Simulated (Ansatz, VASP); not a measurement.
ZnSe in VASP and in Ansatz

Contents of INCAR:

```
SYSTEM = ZnSe
PREC = Accurate ; ENCUT = 520
EDIFF = 1E-7 ; ISMEAR = -1
SIGMA = 0.03 ; LREAL = .FALSE.
LASPH = .TRUE. ; NELM = 80
ALGO = Normal ; ISIF = 2
LWAVE = .FALSE. ; LCHARG = .FALSE.
GGA = PE ; NBANDS = 16
```

File KPOINTS:

```
Automatic mesh
0
G
  8 8 8
  0 0 0
```

POSCAR

```
ZnSe
1.0
    0.0000000000      2.7764432175      2.7764432175
    2.7764432175      0.0000000000      2.7764432175
    2.7764432175      2.7764432175      0.0000000000
Zn Se
1 1
Direct
    0.0000000000      0.0000000000      0.0000000000
    0.7500000000      0.7500000000      0.7500000000
```

Input for Ansatz:

```yaml
crystal:
  lattice:
    - [0.0, 2.7764432175, 2.7764432175]
    - [2.7764432175, 0.0, 2.7764432175]
    - [2.7764432175, 2.7764432175, 0.0]
  atoms:
    - { symbol: Zn, position: [0.0, 0.0, 0.0] }
    - { symbol: Se, position: [0.75, 0.75, 0.75] }
kpoints:
  mp_grid: { grid: [8, 8, 8] }
scf:
  occupations: { method: fermi_dirac, width: 0.03 }
hamiltonian:
  xc: pbe
  pseudopotentials: { kind: all_electron, lapw: { basis_error: 0.001 } }
output:
  forces: true
  stress: true
  eigenvalues: true
```

Change from the starting cell: volume scaled by 0.9405.

Alike in both runs: task single point; functional PBE; k mesh 8 × 8 × 8; occupations fermi-dirac, width 0.03 eV; no spin polarisation.

|  | VASP | Ansatz |
| --- | --- | --- |
| version | VASP 6.6.1 | Ansatz 0.2.0 |
| potentials or method | VASP PAW PBE potentials, release 64 (Zn, Se), cutoff 520 eV | all-electron LAPW, scalar-relativistic |

|  | VASP | Ansatz | Ansatz less VASP |
| --- | --- | --- | --- |
| gap on the k mesh at the Fermi level (eV) | 1.54 | 1.54 | -0.002 |
| pressure (GPa) | 7.0 | 6.8 | -0.28 |

Ansatz ran all-electron here, and VASP with PAW potentials.
